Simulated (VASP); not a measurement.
# Ge (P6_3/mmc) in VASP: a series of runs

The runs below take Ge through single point, with r2SCAN.

Program: VASP 6.6.1. These are calculated values, not measurements. Logs are shortened: lines on timing, memory, paths and dates and some standing lists are left out, and cuts for length are marked.

**1. The cell of the first run**

The structure is hexagonal, space group P6_3/mmc (No. 194). Conventional cell: a = 3.998 Å, b = 3.998 Å, c = 6.659 Å, α = 90.00°, β = 90.00°, γ = 120.00°. Ge (site symmetry 3m) has 4 Ge at 2.46 to 2.49 Å within 3.2 Å.

This isn't the form of Ge at room conditions, which is diamond.

**2. Single point, r2SCAN (uniaxial z strain +1.0%)**

File POSCAR:

```
Ge
1.0
    3.9976152111      0.0000000000      0.0000000000
   -1.9988076055      3.4620363274      0.0000000000
    0.0000000000      0.0000000000      6.6587477105
Ge
4
Direct
    0.3333333333      0.6666666667      0.0008753952
    0.6666666667      0.3333333333      0.5008753952
    0.3333333333      0.6666666667      0.3741246048
    0.6666666667      0.3333333333      0.8741246048
```

File INCAR.step1:

```
SYSTEM = Ge
ALGO = Normal
EDIFF = 1E-4
ENCUT = 520
GGA = PE
ISMEAR = -1
LASPH = .TRUE.
LCHARG = .FALSE.
LREAL = .FALSE.
LWAVE = .TRUE.
NBANDS = 36
NELM = 80
PREC = Accurate
SIGMA = 0.02
```

File INCAR.step2:

```
SYSTEM = Ge
ALGO = Normal
EDIFF = 1E-6
ENCUT = 520
ISIF = 2
ISMEAR = -1
ISTART = 1
LASPH = .TRUE.
LCHARG = .FALSE.
LMIXTAU = .TRUE.
LREAL = .FALSE.
LWAVE = .FALSE.
METAGGA = R2SCAN
NBANDS = 36
NELM = 80
PREC = Accurate
SIGMA = 0.02
```

File KPOINTS:

```
k-points
0
G
  12 12 4
  0 0 0
```

Potentials or basis: VASP PAW PBE potentials, release 64 (Ge_d).

The run is started by

```
> cat potpaw_PBE.64/Ge_d/POTCAR > POTCAR
> cp INCAR.step1 INCAR
> mpirun -np 1 vasp_std > vasp.out
> cp INCAR.step2 INCAR
> mpirun -np 1 vasp_std > vasp.out
```

OUTCAR:

```text
SYSTEM = Ge
   EDIFF = 1E-6
   ENCUT = 520
   ISIF = 2
   ISMEAR = -1
   ISTART = 1
   LASPH = .TRUE.
   LREAL = .FALSE.
   METAGGA = R2SCAN
   NELM = 80
   PREC = Accurate

 ion  position               nearest neighbor table
   1  0.333  0.667  0.001-   4 2.46   4 2.46   4 2.46   3 2.49
   2  0.667  0.333  0.501-   3 2.46   3 2.46   3 2.46   4 2.49
   3  0.333  0.667  0.374-   2 2.46   2 2.46   2 2.46   1 2.49
   4  0.667  0.333  0.874-   1 2.46   1 2.46   1 2.46   2 2.49

  LATTYP: Found a hexagonal cell.
 ALAT       =     3.9976152111
 C/A-ratio  =     1.6656800014

  Lattice vectors:

 A1 = (   3.9976152111,   0.0000000000,   0.0000000000)
 A2 = (  -1.9988076055,   3.4620363274,   0.0000000000)
 A3 = (   0.0000000000,   0.0000000000,   6.6587477105)

Analysis of symmetry for initial positions (statically):
=====================================================================
 Subroutine PRICEL returns:
 Original cell was already a primitive cell.

 Routine SETGRP: Setting up the symmetry group for a
 hexagonal supercell.

 Subroutine GETGRP returns: Found 24 space group operations
 (whereof  6 operations were pure point group operations)
 out of a pool of 24 trial point group operations.

The static configuration has the point symmetry C_3v.
 The point group associated with its full space group is D_6h.

Analysis of symmetry for dynamics (positions and initial velocities):
=====================================================================
 Subroutine PRICEL returns:
 Original cell was already a primitive cell.

 Routine SETGRP: Setting up the symmetry group for a
 hexagonal supercell.

 Subroutine GETGRP returns: Found 24 space group operations
 (whereof  6 operations were pure point group operations)
 out of a pool of 24 trial point group operations.

The dynamic configuration has the point symmetry C_3v.
 The point group associated with its full space group is D_6h.

 Subroutine INISYM returns: Found 24 space group operations
 (whereof  6 operations are pure point group operations),
 and found     1 'primitive' translations

----------------------------------------------------------------------------------------

                                     Primitive cell

  volume of cell :      92.1563

  direct lattice vectors                    reciprocal lattice vectors
     3.997615211  0.000000000  0.000000000     0.250149138  0.144423672  0.000000000
    -1.998807605  3.462036327  0.000000000     0.000000000  0.288847345  0.000000000
     0.000000000  0.000000000  6.658747711     0.000000000  0.000000000  0.150178388

  length of vectors
     3.997615211  3.997615211  6.658747711     0.288847345  0.288847345  0.150178388

  position of ions in fractional coordinates (direct lattice)
     0.333333333  0.666666667  0.000875395
     0.666666667  0.333333333  0.500875395
     0.333333333  0.666666667  0.374124605
     0.666666667  0.333333333  0.874124605

  ion indices of the primitive-cell ions
   primitive index   ion index
                 1           1
                 2           2
                 3           3
                 4           4

----------------------------------------------------------------------------------------

 KPOINTS: k-points

Automatic generation of k-mesh.
 Grid dimensions read from file:
 generate k-points for:   12   12    4

 Generating k-lattice:

  Cartesian coordinates                     Fractional coordinates (reciprocal lattice)
     0.020845762  0.012035306  0.000000000     0.083333333 -0.000000000  0.000000000
     0.000000000  0.024070612  0.000000000     0.000000000  0.083333333  0.000000000
     0.000000000  0.000000000  0.037544597     0.000000000  0.000000000  0.250000000

  Length of vectors
     0.024070612  0.024070612  0.037544597

  Shift w.r.t. Gamma in fractional coordinates (k-lattice)
     0.000000000  0.000000000  0.000000000

 Subroutine IBZKPT returns following result:
 ===========================================

 Found     57 irreducible k-points:

 Following reciprocal coordinates:
            Coordinates               Weight
  0.000000  0.000000  0.000000      1.000000
  0.083333  0.000000  0.000000      6.000000
  0.166667  0.000000  0.000000      6.000000
  0.250000  0.000000  0.000000      6.000000
  0.333333  0.000000  0.000000      6.000000
  0.416667  0.000000  0.000000      6.000000
[... 16 lines left out ...]
  0.250000  0.000000  0.250000     12.000000
  0.333333  0.000000  0.250000     12.000000
 [... further k-points ...]
   k-points           NKPTS =     57   k-points in BZ     NKDIM =     57   number of bands    NBANDS=     36
   number of dos      NEDOS =    301   number of ions     NIONS =      4
   total plane-waves  NPLWV =  45000
   dimension x,y,z NGX =    30 NGY =   30 NGZ =   50
   dimension x,y,z NGXF=    60 NGYF=   60 NGZF=  100
   ions per type =               4
   NGX,Y,Z   is equivalent  to a cutoff of  12.48, 12.48, 12.48 a.u.
   NGXF,Y,Z  is equivalent  to a cutoff of  24.95, 24.95, 24.97 a.u.
 SYSTEM =  Ge
   PREC   = accura    normal or accurate (medium, high low for compatibility)
   ISTART =      1    job   : 0-new  1-cont  2-samecut
   ICHARG =      0    charge: 1-file 2-atom 10-const
   ISPIN  =      1    spin polarized calculation?
   LNONCOLLINEAR =      F non collinear calculations
   LSORBIT =      F    spin-orbit coupling
   LASPH  =      T    aspherical Exc in radial PAW
   ENCUT  =  520.0 eV  38.22 Ry    6.18 a.u.   7.43  7.43 12.38*2*pi/ulx,y,z
   NELM   =     80;   NELMIN=  2; NELMDL=  0     # of ELM steps
   EDIFF  = 0.1E-05   stopping-criterion for ELM
   LREAL  =      F    real-space projection
   EDIFFG = 0.1E-04   stopping-criterion for IOM
   NSW    =      0    number of steps for IOM
   IBRION =     -1    ionic relax: 0-MD 1-quasi-New 2-CG
   NFREE  =      0    steps in history (QN), initial steepest desc. (CG)
   ISIF   =      2    stress and relaxation
   ISYM   =      2    0-nonsym 1-usesym 2-fastsym
   POTIM  = 0.5000    time-step for ionic-motion
   TEBEG  =    0.0;   TEEND  =   0.0 temperature during run
   PSTRESS=    0.0 pullay stress
   NELECT =      56.0000    total number of electrons
   NUPDOWN=      -1.0000    fix difference up-down
   EMIN   =  10.00;   EMAX   =-10.00  energy-range for DOS
   EFERMI =   0.00;   METHOD = LEGACY
   ISMEAR =    -1;   SIGMA  =   0.02  broadening in eV -4-tet -1-fermi 0-gaus
   EFERMI_NEDOS =   21; number of points for ismear=-14 and -15
   IALGO  =     38    algorithm
   IMIX   =      4    mixing-type and parameters
     AMIX     =   0.40;   BMIX     =  1.00
     AMIX_MAG =   1.60;   BMIX_MAG =  1.00
  volume/ion in A,a.u.               =      23.04       155.48
  Fermi-wavevector in a.u.,A,eV,Ry     =   1.386636  2.620362 26.160727  1.922759
  Thomas-Fermi vector in A             =   2.510933
   LORBIT       =      0    0 simple, 1 ext, 2 COOP (PROOUT), +10 PAW based schemes
   METAGGA = R2SCAN    functional components
   LHFCALC =     F    Hartree Fock is set to
   AEXX    =    0.0000 exact exchange contribution
   IVDW    =     0    specifies the selected vdW correction
   LEPSILON=     F    determine dielectric tensor
   LRPA    =     F    only Hartree local field effects (RPA)
 non-spin polarized calculation
  energy-cutoff  :      520.00
  volume of cell :       92.16
 maximum number of plane-waves:      2539
 NGX is ok and might be reduce to    30
   NGX = 15   NGY = 15   NGZ = 25

 number of electron      56.0000050 magnetization

 Free energy of the ion-electron system (eV)
  ---------------------------------------------------
  ext. energy  EPLUGINS =         0.00000000
  ---------------------------------------------------
  free energy    TOTEN  =       -55.41614757 eV

  energy without entropy =      -55.41609129  energy(sigma->0) =      -55.41611943

 E-fermi :   4.8789     XC(G=0): -10.7239

 val. band max:        4.8212126236   @ k =   0.0000   0.0000   0.0000
 cond. band min:       4.9270156869   @ k =   0.0000   0.0000   0.0000
 fundamental gap:      0.1058030634
 Fermi energy:         4.8788612086

 k-point     1 :       0.0000    0.0000    0.0000
  band No.  band energies     occupation
      1     -20.8795      2.00000
      2     -20.8795      2.00000
      3     -20.8409      2.00000
      4     -20.8409      2.00000
      5     -20.8341      2.00000
      6     -20.8253      2.00000
[... 28 lines left out ...]
     35       9.4957      0.00000
     36      11.3965      0.00000

 k-point     2 :       0.0833    0.0000    0.0000
  band No.  band energies     occupation
      1     -20.8839      2.00000
      2     -20.8809      2.00000
      3     -20.8433      2.00000
      4     -20.8408      2.00000
      5     -20.8394      2.00000
      6     -20.8194      2.00000
[... 28 lines left out ...]
     35       9.8217      0.00000
     36      11.7261      0.00000

 k-point     3 :       0.1667    0.0000    0.0000
  band No.  band energies     occupation
      1     -20.8914      2.00000
      2     -20.8838      2.00000
      3     -20.8489      2.00000
      4     -20.8486      2.00000
      5     -20.8394      2.00000
      6     -20.8096      2.00000
[... 28 lines left out ...]
     35      10.6708      0.00000
     36      10.9083      0.00000
[... 742 lines left out ...]
 k-point    23 :       0.2500    0.0000    0.2500
  band No.  band energies     occupation
      1     -20.8893      2.00000
      2     -20.8823      2.00000
      3     -20.8600      2.00000
      4     -20.8562      2.00000
      5     -20.8396      2.00000
      6     -20.8058      2.00000
[... 28 lines left out ...]
     35      11.2907      0.00000
     36      11.5834      0.00000

 k-point    24 :       0.3333    0.0000    0.2500
  band No.  band energies     occupation
      1     -20.8892      2.00000
      2     -20.8838      2.00000
      3     -20.8632      2.00000
      4     -20.8629      2.00000
      5     -20.8327      2.00000
      6     -20.8004      2.00000
[... 28 lines left out ...]
     35      12.3407      0.00000
     36      12.3983      0.00000

 [... further k-points ...]

------------------------ aborting loop because EDIFF is reached ----------------------------------------

  FORCE on cell =-STRESS in cart. coord.  units (eV):
  Direction    XX          YY          ZZ          XY          YZ          ZX
  --------------------------------------------------------------------------------------
  -------------------------------------------------------------------------------------
  Total       -0.1094195     -0.1094195     -0.8650126     -0.0000000     -0.0000000      0.0000000
  in kB       -1.9023053     -1.9023053    -15.0386145     -0.0000000     -0.0000000      0.0000000
  external PRESSURE =      -6.2810751 kB  Pullay stress =       0.0000000 kB

 VOLUME and BASIS-vectors are now :
 -----------------------------------------------------------------------------
  energy-cutoff  :      520.00
  volume of cell :       92.16
      direct lattice vectors                 reciprocal lattice vectors
     3.997615211  0.000000000  0.000000000     0.250149138  0.144423672  0.000000000
    -1.998807605  3.462036327  0.000000000     0.000000000  0.288847345  0.000000000
     0.000000000  0.000000000  6.658747711     0.000000000  0.000000000  0.150178388

 POSITION                                       TOTAL-FORCE (eV/Angst)
 -----------------------------------------------------------------------------------
     -0.00000      2.30802      0.00583        -0.000000      0.000000      0.008631
      1.99881      1.15401      3.33520         0.000000      0.000000      0.008631
     -0.00000      2.30802      2.49120        -0.000000      0.000000     -0.008631
      1.99881      1.15401      5.82058         0.000000      0.000000     -0.008631
 -----------------------------------------------------------------------------------
    total drift:                                0.000000      0.000001     -0.001400

  FREE ENERGIE OF THE ION-ELECTRON SYSTEM (eV)
  ---------------------------------------------------
  free  energy   TOTEN  =       -55.4161475664 eV

  energy  without entropy=      -55.4160912856  energy(sigma->0) =      -55.41611943
```

Run time: 16 min. Hardware: 1 thread of Intel Xeon 8259CL, shared host; peak memory 0.3 GiB.

Results:

| Property | Result |
| --- | --- |
| Free energy | -55.4161 eV |
| Pressure | -0.6 GPa |
| Largest force | 0.009 eV/Å |
| Band gap on the k mesh | 0.11 eV |

Forces in eV/Å, atoms in the order of the input:
```
Ge   0.000  0.000  0.009
Ge   0.000  0.000  0.009
Ge   0.000  0.000 -0.009
Ge   0.000  0.000 -0.009
```

Levels at points of the mesh, in eV from the valence-band top:
| k point | band 26 | band 27 | band 28 | band 29 | band 30 | band 31 |
| --- | --- | --- | --- | --- | --- | --- |
| (0.00, 0.00, 0.00) | -0.34 | 0.00 | 0.00 | 0.11 | 0.13 | 2.33 |
| (0.50, 0.00, 0.00) | -3.28 | -3.00 | -1.65 | 0.67 | 1.75 | 3.66 |
| (0.00, 0.00, 0.50) | -0.99 | -0.99 | -0.99 | 0.88 | 0.88 | 3.47 |
| (0.50, 0.00, 0.50) | -2.80 | -2.62 | -2.62 | 0.59 | 0.59 | 2.26 |

Caveat: the cell differs from its parent crystal (uniaxial z strain +1.0%); the PAW data sets were made with another functional, which shifts forces and pressure a little. A k mesh can miss the band edges.

(Continued in part 2 of 2.)
